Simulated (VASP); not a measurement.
**LuC: single point with PBEsol**

Crystal: LuC.

```xyz
2
Lattice="2.9381 0.0000 0.0000 0.0000 2.9381 0.0000 0.0000 0.0000 2.9381" Properties=species:S:1:pos:R:3 pbc="T T T"
Lu    0.0000    0.0000    0.0000
C     1.4690    1.4690    1.4690
```

This cell differs from its parent crystal: volume scaled by 0.960.

* Program: VASP 6.6.1
* Task: single point
* Functional: PBEsol
* Potentials or basis: VASP PAW PBE potentials, release 64 (Lu, C)
* Cutoff: 520 eV
* k mesh: 10 × 10 × 10
* Occupations: gaussian, width 0.05 eV
* Spin: no spin polarisation

- Pressure: 7.4 GPa

Levels at points of the mesh, in eV from the Fermi level:
```csv
k point,band 11,band 12,band 13,band 14,band 15,band 16,band 17,band 18
"(0.00, 0.00, 0.00)",-4.38,-4.27,-0.70,-0.70,1.28,1.28,1.28,6.82
"(0.50, 0.00, 0.00)",-4.30,-4.24,-4.24,-0.56,-0.56,0.64,7.91,8.53
"(0.50, 0.50, 0.00)",-4.24,-4.23,-2.00,-2.00,0.07,2.02,4.52,4.52
"(0.50, 0.50, 0.50)",-4.38,-4.26,-4.26,-4.26,-3.94,9.72,9.72,9.72
```

Wall time 57 s on 1 thread of AMD EPYC 7R43 64-Core Processor (Zen 3), with other jobs on the host, peak memory 0.13 GiB.

Caveat: the PAW data sets were made with another functional, which shifts forces and pressure a little; spin-orbit coupling is left out, which moves the levels of the heavy elements.
